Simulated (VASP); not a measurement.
# ZrS (Fm-3m) in VASP: notebook

Runs on ZrS. Level: r2SCAN. Tasks: single point, relaxation of cell and atoms.

Program: VASP 6.6.1. These are calculated values, not measurements. Logs are shortened: lines on timing, memory, paths and dates and some standing lists are left out, and cuts for length are marked.

**1. The cell of the first run**

It takes space group Fm-3m (No. 225, cubic). Conventional cell: a = 5.227 Å, b = 5.227 Å, c = 5.227 Å, α = 90.00°, β = 90.00°, γ = 90.00°. Within 3.4 Å of Zr (site symmetry m-3m) lie 6 S at 2.61 Å. Within 3.4 Å of S (site symmetry m-3m) lie 6 Zr at 2.61 Å.

**2. Single point, r2SCAN**

POSCAR

```
ZrS
1.0
    0.0000000000      2.6135926136      2.6135926136
    2.6135926136      0.0000000000      2.6135926136
    2.6135926136      2.6135926136      0.0000000000
Zr S
1 1
Direct
    0.0000000000      0.0000000000      0.0000000000
    0.5000000000      0.5000000000      0.5000000000
```

INCAR.step1

```
SYSTEM = ZrS
ALGO     = Normal         ! electronic algorithm
EDIFF    = 1E-4           ! SCF threshold, eV
ENCUT    = 520            ! plane-wave cutoff, eV
GGA      = PE             ! functional
ISMEAR   = -1             ! smearing method
LASPH    = .True.         ! aspherical terms in the spheres
LCHARG   = .False.        ! write CHGCAR
LREAL    = .False.        ! projectors in reciprocal space
LWAVE    = .True.         ! write WAVECAR
NBANDS   = 16             ! bands
NELM     = 100            ! most SCF steps
PREC     = Accurate       ! precision mode
SIGMA    = 0.1            ! smearing width, eV
```

INCAR.step2

```
SYSTEM = ZrS
ALGO     = Normal         ! electronic algorithm
EDIFF    = 1E-6           ! SCF threshold, eV
ENCUT    = 520            ! plane-wave cutoff, eV
ISIF     = 2              ! what is computed and relaxed
ISMEAR   = -1             ! smearing method
ISTART   = 1            
LASPH    = .True.         ! aspherical terms in the spheres
LCHARG   = .True.         ! write CHGCAR
LELF     = .True.         ! ELF
LMIXTAU  = .True.       
LREAL    = .False.        ! projectors in reciprocal space
LVHAR    = .True.       
LWAVE    = .False.        ! write WAVECAR
METAGGA  = R2SCAN         ! meta-GGA
NBANDS   = 16             ! bands
NELM     = 100            ! most SCF steps
PREC     = Accurate       ! precision mode
SIGMA    = 0.1            ! smearing width, eV
```

KPOINTS

```
k-points
0
Gamma
  11 11 11
  0 0 0
```

Potentials or basis: VASP PAW PBE potentials, release 64 (Zr_sv, S).

Started as:

```sh
$ cat potpaw_PBE.64/Zr_sv/POTCAR potpaw_PBE.64/S/POTCAR > POTCAR
$ cp INCAR.step1 INCAR
$ mpirun -np 1 vasp_std > vasp.out
$ cp INCAR.step2 INCAR
$ mpirun -np 1 vasp_std > vasp.out
```

OUTCAR:

```text
SYSTEM = ZrS
   EDIFF = 1E-6
   ENCUT = 520
   ISIF = 2
   ISMEAR = -1
   ISTART = 1
   LASPH = .True.
   LREAL = .False.
   METAGGA = R2SCAN
   NELM = 100
   PREC = Accurate

 ion  position               nearest neighbor table
   1  0.000  0.000  0.000-   2 2.61   2 2.61   2 2.61   2 2.61   2 2.61   2 2.61
   2  0.500  0.500  0.500-   1 2.61   1 2.61   1 2.61   1 2.61   1 2.61   1 2.61

  LATTYP: Found a face centered cubic cell.
 ALAT       =     5.2271852272

  Lattice vectors:

 A1 = (   0.0000000000,   2.6135926136,   2.6135926136)
 A2 = (   2.6135926136,   0.0000000000,   2.6135926136)
 A3 = (   2.6135926136,   2.6135926136,   0.0000000000)

Analysis of symmetry for initial positions (statically):
=====================================================================
 Subroutine PRICEL returns:
 Original cell was already a primitive cell.

 Routine SETGRP: Setting up the symmetry group for a
 face centered cubic supercell.

 Subroutine GETGRP returns: Found 48 space group operations
 (whereof 48 operations were pure point group operations)
 out of a pool of 48 trial point group operations.

The static configuration has the point symmetry O_h .

Analysis of symmetry for dynamics (positions and initial velocities):
=====================================================================
 Subroutine PRICEL returns:
 Original cell was already a primitive cell.

 Routine SETGRP: Setting up the symmetry group for a
 face centered cubic supercell.

 Subroutine GETGRP returns: Found 48 space group operations
 (whereof 48 operations were pure point group operations)
 out of a pool of 48 trial point group operations.

The dynamic configuration has the point symmetry O_h .

 Subroutine INISYM returns: Found 48 space group operations
 (whereof 48 operations are pure point group operations),
 and found     1 'primitive' translations

----------------------------------------------------------------------------------------

                                     Primitive cell

  volume of cell :      35.7062

  direct lattice vectors                    reciprocal lattice vectors
     0.000000000  2.613592614  2.613592614    -0.191307550  0.191307550  0.191307550
     2.613592614  0.000000000  2.613592614     0.191307550 -0.191307550  0.191307550
     2.613592614  2.613592614  0.000000000     0.191307550  0.191307550 -0.191307550

  length of vectors
     3.696178121  3.696178121  3.696178121     0.331354397  0.331354397  0.331354397

  position of ions in fractional coordinates (direct lattice)
     0.000000000  0.000000000  0.000000000
     0.500000000  0.500000000  0.500000000

  ion indices of the primitive-cell ions
   primitive index   ion index
                 1           1
                 2           2

----------------------------------------------------------------------------------------

 KPOINTS: k-points

Automatic generation of k-mesh.
 Grid dimensions read from file:
 generate k-points for:   11   11   11

 Generating k-lattice:

  Cartesian coordinates                     Fractional coordinates (reciprocal lattice)
    -0.017391595  0.017391595  0.017391595     0.090909091  0.000000000  0.000000000
     0.017391595 -0.017391595  0.017391595     0.000000000  0.090909091  0.000000000
     0.017391595  0.017391595 -0.017391595     0.000000000  0.000000000  0.090909091

  Length of vectors
     0.030123127  0.030123127  0.030123127

  Shift w.r.t. Gamma in fractional coordinates (k-lattice)
     0.000000000  0.000000000  0.000000000

 Subroutine IBZKPT returns following result:
 ===========================================

 Found     56 irreducible k-points:

 Following reciprocal coordinates:
            Coordinates               Weight
  0.000000  0.000000  0.000000      1.000000
  0.090909  0.000000  0.000000      8.000000
  0.181818  0.000000  0.000000      8.000000
  0.272727  0.000000  0.000000      8.000000
  0.363636  0.000000  0.000000      8.000000
  0.454545  0.000000  0.000000      8.000000
[... 16 lines left out ...]
 -0.272727  0.181818  0.000000     24.000000
 -0.181818  0.181818  0.000000     12.000000
 [... further k-points ...]
   k-points           NKPTS =     56   k-points in BZ     NKDIM =     56   number of bands    NBANDS=     16
   number of dos      NEDOS =    301   number of ions     NIONS =      2
   total plane-waves  NPLWV =  21952
   dimension x,y,z NGX =    28 NGY =   28 NGZ =   28
   dimension x,y,z NGXF=    56 NGYF=   56 NGZF=   56
   ions per type =               1   1
   NGX,Y,Z   is equivalent  to a cutoff of  12.59, 12.59, 12.59 a.u.
   NGXF,Y,Z  is equivalent  to a cutoff of  25.19, 25.19, 25.19 a.u.
 SYSTEM =  ZrS
   PREC   = accura    normal or accurate (medium, high low for compatibility)
   ISTART =      1    job   : 0-new  1-cont  2-samecut
   ICHARG =      0    charge: 1-file 2-atom 10-const
   ISPIN  =      1    spin polarized calculation?
   LNONCOLLINEAR =      F non collinear calculations
   LSORBIT =      F    spin-orbit coupling
   LASPH  =      T    aspherical Exc in radial PAW
   ENCUT  =  520.0 eV  38.22 Ry    6.18 a.u.   6.87  6.87  6.87*2*pi/ulx,y,z
   NELM   =    100;   NELMIN=  2; NELMDL=  0     # of ELM steps
   EDIFF  = 0.1E-05   stopping-criterion for ELM
   LREAL  =      F    real-space projection
   EDIFFG = 0.1E-04   stopping-criterion for IOM
   NSW    =      0    number of steps for IOM
   IBRION =     -1    ionic relax: 0-MD 1-quasi-New 2-CG
   NFREE  =      0    steps in history (QN), initial steepest desc. (CG)
   ISIF   =      2    stress and relaxation
   ISYM   =      2    0-nonsym 1-usesym 2-fastsym
   POTIM  = 0.5000    time-step for ionic-motion
   TEBEG  =    0.0;   TEEND  =   0.0 temperature during run
   PSTRESS=    0.0 pullay stress
   NELECT =      18.0000    total number of electrons
   NUPDOWN=      -1.0000    fix difference up-down
   EMIN   =  10.00;   EMAX   =-10.00  energy-range for DOS
   EFERMI =   0.00;   METHOD = LEGACY
   ISMEAR =    -1;   SIGMA  =   0.10  broadening in eV -4-tet -1-fermi 0-gaus
   EFERMI_NEDOS =   21; number of points for ismear=-14 and -15
   IALGO  =     38    algorithm
   IMIX   =      4    mixing-type and parameters
     AMIX     =   0.40;   BMIX     =  1.00
     AMIX_MAG =   1.60;   BMIX_MAG =  1.00
  volume/ion in A,a.u.               =      17.85       120.48
  Fermi-wavevector in a.u.,A,eV,Ry     =   1.302920  2.462162 23.097260  1.697601
  Thomas-Fermi vector in A             =   2.433956
   LORBIT       =      0    0 simple, 1 ext, 2 COOP (PROOUT), +10 PAW based schemes
   METAGGA = R2SCAN    functional components
   LHFCALC =     F    Hartree Fock is set to
   AEXX    =    0.0000 exact exchange contribution
   IVDW    =     0    specifies the selected vdW correction
   LEPSILON=     F    determine dielectric tensor
   LRPA    =     F    only Hartree local field effects (RPA)
 non-spin polarized calculation
  energy-cutoff  :      520.00
  volume of cell :       35.71
 maximum number of plane-waves:       974
   NGX = 13   NGY = 13   NGZ = 13

 number of electron      18.0000000 magnetization

 Free energy of the ion-electron system (eV)
  ---------------------------------------------------
  ext. energy  EPLUGINS =         0.00000000
  ---------------------------------------------------
  free energy    TOTEN  =       -33.89886888 eV

  energy without entropy =      -33.85027475  energy(sigma->0) =      -33.87457181

 E-fermi :  11.1077     XC(G=0): -12.0322

 val. band max:       11.0774172762   @ k =   0.2727   0.1818   0.0909
 cond. band min:      11.1146401205   @ k =  -0.4545   0.1818   0.0000
 fundamental gap:      0.0372228443
 Fermi energy:        11.1077237792

 k-point     1 :       0.0000    0.0000    0.0000
  band No.  band energies     occupation
      1     -40.7380      2.00000
      2     -18.0204      2.00000
      3     -18.0204      2.00000
      4     -18.0204      2.00000
      5      -5.7606      2.00000
      6       7.1085      2.00000
[... 8 lines left out ...]
     15      18.8064      0.00000
     16      23.7140      0.00000

 k-point     2 :       0.0909    0.0000    0.0000
  band No.  band energies     occupation
      1     -40.7356      2.00000
      2     -18.0520      2.00000
      3     -18.0229      2.00000
      4     -18.0229      2.00000
      5      -5.6505      2.00000
      6       6.5157      2.00000
[... 8 lines left out ...]
     15      19.1461      0.00000
     16      23.0867      0.00000

 k-point     3 :       0.1818    0.0000    0.0000
  band No.  band energies     occupation
      1     -40.7294      2.00000
      2     -18.1353      2.00000
      3     -18.0297      2.00000
      4     -18.0297      2.00000
      5      -5.3440      2.00000
      6       5.3365      2.00000
[... 8 lines left out ...]
     15      19.6826      0.00000
     16      22.1322      0.00000

 k-point     4 :       0.2727    0.0000    0.0000
  band No.  band energies     occupation
      1     -40.7212      2.00000
      2     -18.2417      2.00000
      3     -18.0386      2.00000
      4     -18.0386      2.00000
      5      -4.9109      2.00000
      6       4.1354      2.00000
[... 8 lines left out ...]
     15      19.5890      0.00000
     16      20.4869      0.00000

 k-point     5 :       0.3636    0.0000    0.0000
  band No.  band energies     occupation
      1     -40.7137      2.00000
      2     -18.3368      2.00000
      3     -18.0467      2.00000
      4     -18.0467      2.00000
      5      -4.4676      2.00000
      6       3.1632      2.00000
[... 8 lines left out ...]
     15      18.8385      0.00000
     16      18.8385      0.00000

 k-point     6 :       0.4545    0.0000    0.0000
  band No.  band energies     occupation
      1     -40.7092      2.00000
      2     -18.3922      2.00000
      3     -18.0515      2.00000
      4     -18.0515      2.00000
      5      -4.1740      2.00000
      6       2.6050      2.00000
[... 8 lines left out ...]
     15      17.5539      0.00000
     16      17.5539      0.00000
[... 267 lines left out ...]
 k-point    21 :      -0.4545    0.1818    0.0000
  band No.  band energies     occupation
      1     -40.7052      2.00000
      2     -18.3510      2.00000
      3     -18.1178      2.00000
      4     -18.0727      2.00000
      5      -4.3096      2.00000
      6       3.0799      2.00000
[... 8 lines left out ...]
     15      18.2462      0.00000
     16      19.1085      0.00000

 k-point    22 :      -0.3636    0.1818    0.0000
  band No.  band energies     occupation
      1     -40.7067      2.00000
      2     -18.3361      2.00000
      3     -18.1268      2.00000
      4     -18.0599      2.00000
      5      -4.3386      2.00000
      6       3.0907      2.00000
[... 8 lines left out ...]
     15      18.5455      0.00000
     16      19.0921      0.00000

 k-point    23 :      -0.2727    0.1818    0.0000
  band No.  band energies     occupation
      1     -40.7116      2.00000
      2     -18.2892      2.00000
      3     -18.1197      2.00000
      4     -18.0451      2.00000
      5      -4.5462      2.00000
      6       3.4057      2.00000
[... 8 lines left out ...]
     15      19.0020      0.00000
     16      19.7343      0.00000

 k-point    24 :      -0.1818    0.1818    0.0000
  band No.  band energies     occupation
      1     -40.7185      2.00000
      2     -18.2294      2.00000
      3     -18.0935      2.00000
      4     -18.0328      2.00000
      5      -4.8508      2.00000
      6       3.9750      2.00000
[... 8 lines left out ...]
     15      19.5704      0.00000
     16      19.8937      0.00000

 [... further k-points ...]

------------------------ aborting loop because EDIFF is reached ----------------------------------------

  FORCE on cell =-STRESS in cart. coord.  units (eV):
  Direction    XX          YY          ZZ          XY          YZ          ZX
  --------------------------------------------------------------------------------------
  -------------------------------------------------------------------------------------
  Total       -0.0085749     -0.0085749     -0.0085749      0.0000000     -0.0000000      0.0000000
  in kB       -0.3847656     -0.3847656     -0.3847656      0.0000000     -0.0000000      0.0000000
  external PRESSURE =      -0.3847656 kB  Pullay stress =       0.0000000 kB

 VOLUME and BASIS-vectors are now :
 -----------------------------------------------------------------------------
  energy-cutoff  :      520.00
  volume of cell :       35.71
      direct lattice vectors                 reciprocal lattice vectors
     0.000000000  2.613592614  2.613592614    -0.191307550  0.191307550  0.191307550
     2.613592614  0.000000000  2.613592614     0.191307550 -0.191307550  0.191307550
     2.613592614  2.613592614  0.000000000     0.191307550  0.191307550 -0.191307550

 POSITION                                       TOTAL-FORCE (eV/Angst)
 -----------------------------------------------------------------------------------
      0.00000      0.00000      0.00000         0.000000      0.000000      0.000000
      2.61359      2.61359      2.61359        -0.000000     -0.000000     -0.000000
 -----------------------------------------------------------------------------------
    total drift:                                0.000000      0.000000      0.000000

  FREE ENERGIE OF THE ION-ELECTRON SYSTEM (eV)
  ---------------------------------------------------
  free  energy   TOTEN  =       -33.8988688785 eV

  energy  without entropy=      -33.8502747513  energy(sigma->0) =      -33.87457181
```

Wall time 2.8 min (1 thread of Intel Xeon 8259CL, shared host); peak memory 0.18 GiB.

Results:

| Item | Value |
| --- | --- |
| Free energy | -33.8989 eV |
| Pressure | 0.0 GPa |
| Band gap on the k mesh | zero (bands 9 and 10 overlap by 2.83 eV) |

Caveat: the PAW data sets were made with another functional, which shifts forces and pressure a little.

**3. Relaxation of cell and atoms, r2SCAN**

This run uses another cell than the first one, of 18.81 Å³/atom.

POSCAR

```
ZrS
1.0
    0.0000000000      2.6592540000      2.6592540000
    2.6592540000      0.0000000000      2.6592540000
    2.6592540000      2.6592540000      0.0000000000
Zr S
1 1
Direct
    0.0000000000      0.0000000000      0.0000000000
    0.5000000000      0.5000000000      0.5000000000
```

INCAR.step1

```
  PREC = Accurate
  ENCUT = 600
  ISMEAR = -1
  SIGMA = 0.1
  LREAL = False
  LASPH = True
  NELM = 60
  GGA = PE
  ALGO = Normal
  EDIFF = 1E-4
  LWAVE = True
  LCHARG = False
```

INCAR.step2

```
  PREC = Accurate
  ENCUT = 600
  EDIFF = 1E-7
  ISMEAR = -1
  SIGMA = 0.1
  LREAL = False
  LASPH = True
  NELM = 60
  ALGO = Normal
  ISIF = 3
  LWAVE = False
  LCHARG = False
  METAGGA = R2SCAN
  LMIXTAU = True
  IBRION = 2
  NSW = 80
  EDIFFG = -0.03
  ISTART = 1
```

KPOINTS

```
regular mesh
0
Gamma
  11 11 11
```

Potentials or basis: VASP PAW PBE potentials, release 64 (Zr_sv, S).

Started as:

```sh
$ cat potpaw_PBE.64/Zr_sv/POTCAR potpaw_PBE.64/S/POTCAR > POTCAR
$ cp INCAR.step1 INCAR
$ mpirun -np 1 vasp_std > vasp.out
$ cp INCAR.step2 INCAR
$ mpirun -np 1 vasp_std > vasp.out
```

Run time: 10 min. Hardware: 1 thread of Intel Xeon 8259CL, shared host; peak memory 0.21 GiB.

It converged, with:

* Free energy: -33.8980 eV
* Relaxed volume: 17.86 Å³/atom
* Relaxed cell: a = 3.697 Å, b = 3.697 Å, c = 3.697 Å, α = 60.00°, β = 60.00°, γ = 60.00°
* Space group after relaxing (to 0.1 Å): Fm-3m (No. 225)
* Energy gained by relaxing: 20.2 meV/atom
* Ionic steps: 3
* Pressure after relaxing: -0.1 GPa

Step by step:
```
step  energy change (eV)  largest force (eV/Å)  pressure (GPa)  volume (Å³)
   1              0.0000                0.0000           -6.46        37.61
   2              0.0176                0.0000            9.50        33.63
   3             -0.0404                0.0000           -0.08        35.72
```

Final structure:
```xyz
2
Lattice="0.0000 2.6140 2.6140 2.6140 0.0000 2.6140 2.6140 2.6140 0.0000" Properties=species:S:1:pos:R:3 pbc="T T T"
Zr    0.0000    0.0000    0.0000
S     2.6140    2.6140    2.6140
```

Levels at points of the mesh, in eV from the Fermi level:
| k point | band 5 | band 6 | band 7 | band 8 | band 9 | band 10 | band 11 | band 12 | band 13 |
| --- | --- | --- | --- | --- | --- | --- | --- | --- | --- |
| (0.00, 0.00, 0.00) | -16.86 | -4.00 | -4.00 | -4.00 | -1.46 | -1.46 | -1.46 | -0.71 | -0.71 |

Caveat: the highest band is partly filled, so the run has too few bands; the PAW data sets were made with another functional, which shifts forces and pressure a little.

The gap in the log of VASP goes by the Fermi energy; the results here count the filled bands.